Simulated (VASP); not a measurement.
# Ti (Im-3m) in VASP: further runs

Ti is run at these levels: PBE; tasks: single point.

All numbers are computed with VASP 6.6.1; they aren't measurements. Logs are shortened: lines on timing, memory, paths and dates and some standing lists are left out, and cuts for length are marked.

## Step 1: The cell of the first run

The structure is cubic, space group Im-3m (No. 229). Conventional cell: a = 2.423 Å, b = 2.423 Å, c = 2.423 Å, α = 90.00°, β = 90.00°, γ = 90.00°. Within 2.8 Å of Ti (site symmetry m-3m) lie 14 Ti at 2.10 to 2.42 Å.

## Step 2: Single point, PBE

INCAR

```
  PREC = Accurate
  ENCUT = 520
  EDIFF = 1E-7
  ISMEAR = -1
  SIGMA = 0.05
  LREAL = F
  LASPH = T
  NELM = 80
  ALGO = Normal
  ISIF = 2
  LWAVE = F
  LCHARG = F
  GGA = PE
  NBANDS = 12
```

KPOINTS

```
Automatic mesh
0
Gamma
  22 22 22
```

POSCAR

```
Ti
1.0
   -1.2113172178      1.2113172178      1.2113172178
    1.2113172178     -1.2113172178      1.2113172178
    1.2113172178      1.2113172178     -1.2113172178
Ti
1
Direct
    0.0000000000      0.0000000000      0.0000000000
```

Potentials or basis: VASP PAW PBE potentials, release 64 (Ti_sv).

Command:

```
> cat potpaw_PBE.64/Ti_sv/POTCAR > POTCAR
> mpirun -np 1 vasp_std > vasp.out
```

OUTCAR:

```text
PREC = Accurate
   ENCUT = 520
   EDIFF = 1E-7
   ISMEAR = -1
   LREAL = F
   LASPH = T
   NELM = 80
   ISIF = 2
   GGA = PE

 ion  position               nearest neighbor table
   1  0.000  0.000  0.000-

  LATTYP: Found a body centered cubic cell.
 ALAT       =     2.4226344356

  Lattice vectors:

 A1 = (  -1.2113172178,   1.2113172178,   1.2113172178)
 A2 = (   1.2113172178,  -1.2113172178,   1.2113172178)
 A3 = (   1.2113172178,   1.2113172178,  -1.2113172178)

Analysis of symmetry for initial positions (statically):
=====================================================================
 Subroutine PRICEL returns:
 Original cell was already a primitive cell.

 Routine SETGRP: Setting up the symmetry group for a
 body centered cubic supercell.

 Subroutine GETGRP returns: Found 48 space group operations
 (whereof 48 operations were pure point group operations)
 out of a pool of 48 trial point group operations.

The static configuration has the point symmetry O_h .

Analysis of symmetry for dynamics (positions and initial velocities):
=====================================================================
 Subroutine PRICEL returns:
 Original cell was already a primitive cell.

 Routine SETGRP: Setting up the symmetry group for a
 body centered cubic supercell.

 Subroutine GETGRP returns: Found 48 space group operations
 (whereof 48 operations were pure point group operations)
 out of a pool of 48 trial point group operations.

The dynamic configuration has the point symmetry O_h .

 Subroutine INISYM returns: Found 48 space group operations
 (whereof 48 operations are pure point group operations),
 and found     1 'primitive' translations

----------------------------------------------------------------------------------------

                                     Primitive cell

  volume of cell :       7.1094

  direct lattice vectors                    reciprocal lattice vectors
    -1.211317218  1.211317218  1.211317218     0.000000000  0.412773791  0.412773791
     1.211317218 -1.211317218  1.211317218     0.412773791  0.000000000  0.412773791
     1.211317218  1.211317218 -1.211317218     0.412773791  0.412773791  0.000000000

  length of vectors
     2.098062965  2.098062965  2.098062965     0.583750293  0.583750293  0.583750293

  position of ions in fractional coordinates (direct lattice)
     0.000000000  0.000000000  0.000000000

  ion indices of the primitive-cell ions
   primitive index   ion index
                 1           1

----------------------------------------------------------------------------------------

 KPOINTS: Automatic mesh

Automatic generation of k-mesh.
 Grid dimensions read from file:
 generate k-points for:   22   22   22

 Generating k-lattice:

  Cartesian coordinates                     Fractional coordinates (reciprocal lattice)
     0.000000000  0.018762445  0.018762445     0.045454545  0.000000000  0.000000000
     0.018762445  0.000000000  0.018762445     0.000000000  0.045454545  0.000000000
     0.018762445  0.018762445  0.000000000     0.000000000  0.000000000  0.045454545

  Length of vectors
     0.026534104  0.026534104  0.026534104

  Shift w.r.t. Gamma in fractional coordinates (k-lattice)
     0.000000000  0.000000000  0.000000000

 Subroutine IBZKPT returns following result:
 ===========================================

 Found    328 irreducible k-points:

 Following reciprocal coordinates:
            Coordinates               Weight
  0.000000  0.000000  0.000000      1.000000
  0.045455  0.000000  0.000000     12.000000
  0.090909  0.000000  0.000000     12.000000
  0.136364  0.000000  0.000000     12.000000
  0.181818  0.000000  0.000000     12.000000
  0.227273  0.000000  0.000000     12.000000
[... 16 lines left out ...]
  0.090909  0.090909  0.000000     24.000000
  0.136364  0.090909  0.000000     48.000000
 [... further k-points ...]
   k-points           NKPTS =    328   k-points in BZ     NKDIM =    328   number of bands    NBANDS=     12
   number of dos      NEDOS =    301   number of ions     NIONS =      1
   total plane-waves  NPLWV =   4096
   dimension x,y,z NGX =    16 NGY =   16 NGZ =   16
   dimension x,y,z NGXF=    32 NGYF=   32 NGZF=   32
   ions per type =               1
   NGX,Y,Z   is equivalent  to a cutoff of  12.68, 12.68, 12.68 a.u.
   NGXF,Y,Z  is equivalent  to a cutoff of  25.36, 25.36, 25.36 a.u.
 SYSTEM =  unknown system
   PREC   = accura    normal or accurate (medium, high low for compatibility)
   ISTART =      0    job   : 0-new  1-cont  2-samecut
   ICHARG =      2    charge: 1-file 2-atom 10-const
   ISPIN  =      1    spin polarized calculation?
   LNONCOLLINEAR =      F non collinear calculations
   LSORBIT =      F    spin-orbit coupling
   LASPH  =      T    aspherical Exc in radial PAW
   ENCUT  =  520.0 eV  38.22 Ry    6.18 a.u.   3.90  3.90  3.90*2*pi/ulx,y,z
   NELM   =     80;   NELMIN=  2; NELMDL= -5     # of ELM steps
   EDIFF  = 0.1E-06   stopping-criterion for ELM
   LREAL  =      F    real-space projection
   EDIFFG = 0.1E-05   stopping-criterion for IOM
   NSW    =      0    number of steps for IOM
   IBRION =     -1    ionic relax: 0-MD 1-quasi-New 2-CG
   NFREE  =      0    steps in history (QN), initial steepest desc. (CG)
   ISIF   =      2    stress and relaxation
   ISYM   =      2    0-nonsym 1-usesym 2-fastsym
   POTIM  = 0.5000    time-step for ionic-motion
   TEBEG  =    0.0;   TEEND  =   0.0 temperature during run
   PSTRESS=    0.0 pullay stress
   NELECT =      12.0000    total number of electrons
   NUPDOWN=      -1.0000    fix difference up-down
   EMIN   =  10.00;   EMAX   =-10.00  energy-range for DOS
   EFERMI =   0.00;   METHOD = LEGACY
   ISMEAR =    -1;   SIGMA  =   0.05  broadening in eV -4-tet -1-fermi 0-gaus
   EFERMI_NEDOS =   21; number of points for ismear=-14 and -15
   IALGO  =     38    algorithm
   IMIX   =      4    mixing-type and parameters
     AMIX     =   0.40;   BMIX     =  1.00
     AMIX_MAG =   1.60;   BMIX_MAG =  1.00
  volume/ion in A,a.u.               =       7.11        47.98
  Fermi-wavevector in a.u.,A,eV,Ry     =   1.949204  3.683462 51.693939  3.799397
  Thomas-Fermi vector in A             =   2.977026
   LORBIT       =      0    0 simple, 1 ext, 2 COOP (PROOUT), +10 PAW based schemes
   GGA     = PE    functional components
   LHFCALC =     F    Hartree Fock is set to
   AEXX    =    0.0000 exact exchange contribution
   IVDW    =     0    specifies the selected vdW correction
   LEPSILON=     F    determine dielectric tensor
   LRPA    =     F    only Hartree local field effects (RPA)
 non-spin polarized calculation
  energy-cutoff  :      520.00
  volume of cell :        7.11
 maximum number of plane-waves:       202
   NGX =  7   NGY =  7   NGZ =  7

 number of electron      12.0000003 magnetization

 Free energy of the ion-electron system (eV)
  ---------------------------------------------------
  ext. energy  EPLUGINS =         0.00000000
  ---------------------------------------------------
  free energy    TOTEN  =        -1.66810709 eV

  energy without entropy =       -1.66457624  energy(sigma->0) =       -1.66634167

 E-fermi :  21.4393     XC(G=0): -16.4937

 val. band max:       21.4320613576   @ k =  -0.4091  -0.4091   0.0909
 cond. band min:      21.4395658201   @ k =   0.2727   0.2273   0.2273
 fundamental gap:      0.0075044625
 Fermi energy:        21.4392781740

 k-point     1 :       0.0000    0.0000    0.0000
  band No.  band energies     occupation
      1     -36.5765      2.00000
      2      -7.4610      2.00000
      3      -7.4610      2.00000
      4      -7.4610      2.00000
      5      17.4432      2.00000
      6      22.2566      0.00000
      7      22.2566      0.00000
      8      22.2566      0.00000
      9      26.9445      0.00000
     10      26.9445      0.00000
     11      45.6999      0.00000
     12      45.6999      0.00000

 k-point     2 :       0.0455    0.0000    0.0000
  band No.  band energies     occupation
      1     -36.5303      2.00000
      2      -7.6320      2.00000
      3      -7.5087      2.00000
      4      -7.4656      2.00000
      5      17.6356      2.00000
      6      22.1470      0.00000
      7      22.2427      0.00000
      8      22.4223      0.00000
      9      26.7771      0.00000
     10      26.9443      0.00000
     11      45.8218      0.00000
     12      45.9679      0.00000

 k-point     3 :       0.0909    0.0000    0.0000
  band No.  band energies     occupation
      1     -36.3937      2.00000
      2      -8.1214      2.00000
      3      -7.6461      2.00000
      4      -7.4791      2.00000
      5      18.1508      2.00000
      6      21.8371      0.00070
      7      22.2024      0.00000
      8      22.9105      0.00000
      9      26.3902      0.00000
     10      26.9504      0.00000
     11      46.1430      0.00000
     12      46.7486      0.00000
[... 286 lines left out ...]
 k-point    23 :       0.0909    0.0909    0.0000
  band No.  band energies     occupation
      1     -36.0439      2.00000
      2      -9.2533      2.00000
      3      -7.8807      2.00000
      4      -7.6431      2.00000
      5      19.1545      2.00000
      6      21.4493      0.90014
      7      21.5606      0.16238
      8      24.4458      0.00000
      9      25.6964      0.00000
     10      27.2241      0.00000
     11      46.9674      0.00000
     12      48.1779      0.00000

 k-point    24 :       0.1364    0.0909    0.0000
  band No.  band energies     occupation
      1     -35.7558      2.00000
      2     -10.0802      2.00000
      3      -8.1513      2.00000
      4      -7.7093      2.00000
      5      19.4112      2.00000
      6      20.9348      1.99992
      7      21.7131      0.00834
      8      25.4923      0.00000
      9      25.7106      0.00000
     10      27.4709      0.00000
     11      47.3450      0.00000
     12      48.7432      0.00000

 [... further k-points ...]

------------------------ aborting loop because EDIFF is reached ----------------------------------------

  FORCE on cell =-STRESS in cart. coord.  units (eV):
  Direction    XX          YY          ZZ          XY          YZ          ZX
  --------------------------------------------------------------------------------------
  -------------------------------------------------------------------------------------
  Total       16.1750631     16.1750631     16.1750631      0.0000000      0.0000000      0.0000000
  in kB     3645.2129349   3645.2129349   3645.2129349      0.0000000      0.0000000      0.0000000
  external PRESSURE =    3645.2129349 kB  Pullay stress =       0.0000000 kB

 VOLUME and BASIS-vectors are now :
 -----------------------------------------------------------------------------
  energy-cutoff  :      520.00
  volume of cell :        7.11
      direct lattice vectors                 reciprocal lattice vectors
    -1.211317218  1.211317218  1.211317218     0.000000000  0.412773791  0.412773791
     1.211317218 -1.211317218  1.211317218     0.412773791  0.000000000  0.412773791
     1.211317218  1.211317218 -1.211317218     0.412773791  0.412773791  0.000000000

 POSITION                                       TOTAL-FORCE (eV/Angst)
 -----------------------------------------------------------------------------------
      0.00000      0.00000      0.00000        -0.000000      0.000000     -0.000000
 -----------------------------------------------------------------------------------
    total drift:                               -0.000000      0.000000      0.000000

  FREE ENERGIE OF THE ION-ELECTRON SYSTEM (eV)
  ---------------------------------------------------
  free  energy   TOTEN  =        -1.6681070914 eV

  energy  without entropy=       -1.6645762400  energy(sigma->0) =       -1.66634167
```

Run time: 56 s. Hardware: 1 thread of AMD EPYC 7R13, shared host; peak memory 0.11 GiB.

What came out:

| Item | Value |
| --- | --- |
| Free energy | -1.6681 eV |
| Pressure | 364.5 GPa |
| Band gap on the k mesh | zero (band 6 reaches 22.34 eV, above the bottom of band 7 at 19.96 eV) |

Levels at points of the mesh, in eV from the Fermi level:
| k point | band 4 | band 5 | band 6 | band 7 | band 8 | band 9 |
| --- | --- | --- | --- | --- | --- | --- |
| (0.00, 0.00, 0.00) | -28.90 | -4.00 | 0.82 | 0.82 | 0.82 | 5.51 |
| (0.50, 0.00, 0.00) | -29.14 | -5.96 | -3.23 | 6.25 | 7.01 | 9.80 |
| (0.50, 0.50, 0.50) | -33.50 | -8.07 | -8.07 | 9.74 | 9.74 | 9.74 |

## Step 3: Single point, PBE

INCAR

```
PREC = Accurate
ENCUT = 520
EDIFF = 1E-7
ISMEAR = -1
SIGMA = 0.05
LREAL = F
LASPH = T
NELM = 80
ALGO = Normal
ISIF = 2
LWAVE = F
LCHARG = F
GGA = PE
NBANDS = 12
```

KPOINTS is that of step 2.

POSCAR

```
Ti
1.0
   -1.2119317067      1.2119317067      1.2119317067
    1.2119317067     -1.2119317067      1.2119317067
    1.2119317067      1.2119317067     -1.2119317067
Ti
1
Direct
    0.0000000000      0.0000000000      0.0000000000
```

Potentials or basis: VASP PAW PBE potentials, release 64 (Ti_sv).

Command:

```
> cat potpaw_PBE.64/Ti_sv/POTCAR > POTCAR
> mpirun -np 1 vasp_std > vasp.out
```

Wall time 55 s (1 thread of AMD EPYC 7R13, shared host); peak memory 0.11 GiB.

The run converged. Its results:

| Property | Result |
| --- | --- |
| Free energy | -1.6927 eV |
| Pressure | 363.0 GPa |
| Band gap on the k mesh | zero (band 6 reaches 22.31 eV, above the bottom of band 7 at 19.93 eV) |

Levels at points of the mesh, in eV from the Fermi level:
```csv
k point,band 2,band 3,band 4,band 5,band 6,band 7,band 8,band 9,band 10,band 11
"(0.00, 0.00, 0.00)",-28.91,-28.91,-28.91,-4.01,0.82,0.82,0.82,5.50,5.50,24.25
"(0.50, 0.00, 0.00)",-36.32,-30.95,-29.15,-5.95,-3.22,6.24,7.00,9.77,10.97,20.40
"(0.50, 0.50, 0.50)",-33.49,-33.49,-33.49,-8.05,-8.05,9.72,9.72,9.72,21.13,21.13
```
